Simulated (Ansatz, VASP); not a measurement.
**One calculation of Ni, two programs**

```xyz
1
Lattice="2.4127 0.0000 0.0000 -1.2064 2.0895 0.0000 0.0000 0.0000 2.3491" Properties=species:S:1:pos:R:3 pbc="T T T"
Ni    0.0000    0.0000    0.0000
```

Alike in both runs: task relaxation of cell and atoms; functional PBE; k mesh 27 × 27 × 24; occupations gaussian, width 0.1 eV; collinear spin.

|  | VASP | Ansatz |
| --- | --- | --- |
| version | VASP 6.6.1 | Ansatz 0.2.0 |
| potentials or method | VASP PAW PBE potentials, release 64 (Ni), cutoff 600 eV | scalar-relativistic, plane waves, PAW |
| valence electrons in the cell | 10 | 18 |

```csv
,VASP,Ansatz,Ansatz less VASP
"gap on the k mesh at the Fermi level, each at its own relaxed structure (eV)",none,none,-
net moment per atom (μB),0.49,0.53,+0.034
size of the moment on the site where the two differ most (μB),0.50,0.55,+0.052
relaxed volume (Å³/atom),11.81,11.83,+0.023
relaxed length of the cell vector where the two differ most in proportion (Å),2.346,2.348,+0.0024
```

Site moments also hang on the region over which each program counts them. A gap of «none» marks a metal or a gap that the smearing closes. VASP's potentials hold 10 valence electrons a cell and Ansatz's 18, so a difference there can come from the potentials and not from the codes.
